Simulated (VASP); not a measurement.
Set up this calculation in VASP 6.6.1, as the native input.

```
Task                   : single point
Functional             : PBE
Potentials or basis    : VASP PAW PBE potentials, release 64 (Cu, H)
Cutoff                 : 520 eV
k mesh                 : 5 × 5 × 1
Occupations            : gaussian, width 0.1 eV
Spin                   : no spin polarisation
Dipole correction      : yes
Further INCAR settings : ALGO = Normal; EDIFF = 1e-07; NBANDS = 78
```

The structure of Cu12H lies in POSCAR:

```
Cu12H
1.0
    5.1319544695      0.0000000000      0.0000000000
    0.0000000000      5.1319544695      0.0000000000
    0.0000000000      0.0000000000     19.0279316189
Cu H
12 1
Direct
    0.2500000000      0.2500000000      0.2102172785
    0.2500000000      0.7500000000      0.2102172785
    0.7500000000      0.2500000000      0.2102172785
    0.7500000000      0.7500000000      0.2102172785
    0.0000000000      0.0000000000      0.3029241302
    0.0000000000      0.5000000000      0.3029241302
    0.5000000000      0.0000000000      0.3029241302
    0.5000000000      0.5000000000      0.3029241302
    0.2500000000      0.2500000000      0.3956253244
    0.2500000000      0.7500000000      0.3956253244
    0.7500000000      0.2500000000      0.3956253244
    0.7500000000      0.7500000000      0.3956253244
    0.3333333333      0.4166666667      0.4592878606
```

These files were run (other wordings do the same):

INCAR

```
PREC = Accurate ; ENCUT = 520
EDIFF = 1E-7 ; ISMEAR = 0
SIGMA = 0.1 ; LREAL = F
LASPH = T ; NELM = 60
ALGO = Normal ; ISIF = 2
LWAVE = F ; LCHARG = F
LDIPOL = T ; IDIPOL = 3
DIPOL = 0.5 0.5 0.315 ; GGA = PE
NBANDS = 78
```

KPOINTS

```
regular mesh
0
Gamma
  5 5 1
```

Potentials or basis: VASP PAW PBE potentials, release 64 (Cu, H).

Run with:

```sh
$ cat potpaw_PBE.64/Cu/POTCAR potpaw_PBE.64/H/POTCAR > POTCAR
$ mpirun -np 1 vasp_std > vasp.out
```

Results of the run:

| Quantity | Value |
| --- | --- |
| Largest force | 0.609 eV/Å |
| Band gap on the k mesh | zero (an odd number of electrons rules out a gap without spin polarisation) |

Wall time 12 min on 1 thread of Intel(R) Xeon(R) 6975P-C (Granite Rapids) (shared host), peak memory 0.72 GiB.
